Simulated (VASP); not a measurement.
Here is a VASP 6.6.1 calculation.

INCAR

```
SYSTEM = Ti16PO32
PREC = Accurate
ENCUT = 520
EDIFF = 1E-6
ISMEAR = -1
SIGMA = 0.02
LREAL = Auto
LASPH = .TRUE.
NELM = 150
ALGO = Normal
ISIF = 2
LWAVE = .FALSE.
LCHARG = .TRUE.
ISPIN = 2
MAGMOM = 0 0 0 0 0 0 0 0 0 0 0 0 0 0 0 0 0 0 0 0 0 0 0 0 0 0 0 0 0 0 0 0 0 0 0 0 0 0 0 0 0 0 0 0 0 0 0 0 1
LORBIT = 11
LMAXMIX = 4
GGA = PE
LELF = .TRUE.
LVHAR = .TRUE.
NBANDS = 228
```

KPOINTS

```
Automatic mesh
0
G
  1 1 1
  0 0 0
```

The input POSCAR:

```
Ti16PO32
1.0
    7.6080000000      0.0000000000      0.0000000000
    0.0000000000      7.6080000000      0.0000000000
    0.0000000000      0.0000000000      9.6140000000
Ti O P
16 32 1
Direct
   -0.0291680176     -0.0022437693     -0.0014907290
    0.0305430587      0.2621986478      0.2560869685
    0.4743756159     -0.0001227005     -0.0144480992
    0.5039143708      0.2599452553      0.2476645521
   -0.0157830472      0.4989762589      0.0016928952
    0.0300166293      0.7351472212      0.2565133252
    0.2629777520      0.2546565043      0.5060355288
    0.2368077837      0.5022725717      0.7528637480
    0.4876284856      0.4996801873     -0.0053516107
    0.5031842128      0.7371350273      0.2471452157
    0.7590982358      0.2529426602      0.5092965653
    0.7403755689      0.5032468638      0.7516437650
    0.2630692391      0.7499989988      0.5061181720
    0.2275593141      0.0027797991      0.7473337879
    0.7587520439      0.7506557972      0.5092559709
    0.7335231596      0.0034263554      0.7451690148
    0.0146506527     -0.0008998268      0.2339740246
    0.0101606725      0.2647788643      0.4555389147
   -0.0164043845      0.2458873570      0.0512048976
   -0.0169709099      0.0069602343      0.7940696290
    0.5394572265     -0.0012864470      0.2037130679
    0.5146469819      0.2547391194      0.4534469046
    0.4911033648      0.2472508905      0.0421767335
    0.4776931451      0.0077063240      0.7868058324
   -0.0187961872      0.4985405834      0.2168437039
    0.0097964553      0.7386738264      0.4562760218
   -0.0115176958      0.7496281019      0.0524044237
   -0.0105940771      0.5024164807      0.7961516779
    0.2342449924      0.2530675455      0.7064913345
    0.2374468979      0.4950506554      0.9619631994
    0.2677926513      0.5020370495      0.5465012148
    0.2666335939      0.2559526489      0.2887093235
    0.5452448599      0.4983608528      0.2111805418
    0.5145498989      0.7489670613      0.4534252291
    0.4841081121      0.7473096795      0.0443867065
    0.4885633545      0.5024204256      0.7953239723
    0.7372889129      0.2536329626      0.7072427888
    0.7403229233      0.4991739587      0.9561926417
    0.7587180180      0.5015962026      0.5431121901
    0.7650931502      0.1876327238      0.2889794382
    0.2351232034      0.7517043673      0.7072890115
    0.2312265692     -0.0071678844      0.9598674129
    0.2566409984      0.0019049568      0.5421366128
    0.2661935764      0.7414955141      0.2899202029
    0.7372908712      0.7506758710      0.7057683795
    0.7244316470     -0.0264724410      0.9387453064
    0.7664204991      0.0020521432      0.5427728158
    0.7650267513      0.8109905713      0.2875653855
    0.7779885691      0.0001159490      0.2050470900
```

Potentials or basis: VASP PAW PBE potentials, release 64 (Ti_sv, O, P).

Launch:

```bash
$ cat potpaw_PBE.64/Ti_sv/POTCAR potpaw_PBE.64/O/POTCAR potpaw_PBE.64/P/POTCAR > POTCAR
$ mpirun -np 1 vasp_gam > vasp.out
```

Q: What does it give for the largest force?

A: 0.105 eV/Å.

Q: Predict the site moments.

A: Ti +0.11, -0.17, +0.09, -0.26, +0.06, +0.08, -0.24, -0.20, +0.07, +0.03, +0.04 (each value once); O +0.00, +0.01, -0.01, -0.00, +0.02 (each value once); P -0.00 μB.

Forces on the atoms (eV/Å):
```
Ti   0.049  0.007  0.004
Ti  -0.071 -0.074 -0.020
Ti  -0.011 -0.014 -0.007
Ti   0.036 -0.013  0.002
Ti   0.036 -0.001 -0.016
Ti  -0.053  0.063  0.006
Ti   0.001 -0.014 -0.031
Ti  -0.008 -0.001  0.001
Ti   0.007 -0.003  0.033
Ti   0.046  0.024  0.029
Ti   0.004 -0.043 -0.044
Ti   0.024 -0.019 -0.004
Ti  -0.008 -0.003 -0.025
Ti   0.000  0.001  0.009
Ti   0.019  0.030 -0.069
Ti   0.024 -0.001 -0.042
O    0.049  0.000 -0.062
O   -0.004  0.004  0.037
O    0.003 -0.007  0.004
O   -0.008  0.012 -0.017
O    0.034  0.020  0.017
O   -0.006 -0.007  0.029
O   -0.005  0.006 -0.017
O    0.010  0.004 -0.035
O   -0.023  0.002 -0.004
O    0.002 -0.003  0.023
O   -0.024  0.017 -0.001
O   -0.011  0.012 -0.016
O    0.006  0.000  0.029
O   -0.007 -0.003  0.033
O    0.004  0.005 -0.023
O    0.021  0.013 -0.003
O    0.005  0.002 -0.002
O   -0.014  0.004  0.025
O   -0.005  0.021 -0.016
O   -0.012  0.004 -0.044
O   -0.014  0.014  0.040
O   -0.006 -0.004  0.039
O    0.003  0.007 -0.022
O   -0.037  0.004 -0.022
O    0.006  0.001  0.033
O   -0.034 -0.011  0.030
O    0.012  0.005 -0.034
O    0.016 -0.012 -0.002
O   -0.023  0.003  0.049
O   -0.015 -0.004  0.090
O    0.011  0.003 -0.027
O   -0.016 -0.003 -0.044
P   -0.011 -0.047  0.085
```

Caveat: the k points lie up to 0.83 Å⁻¹ apart.
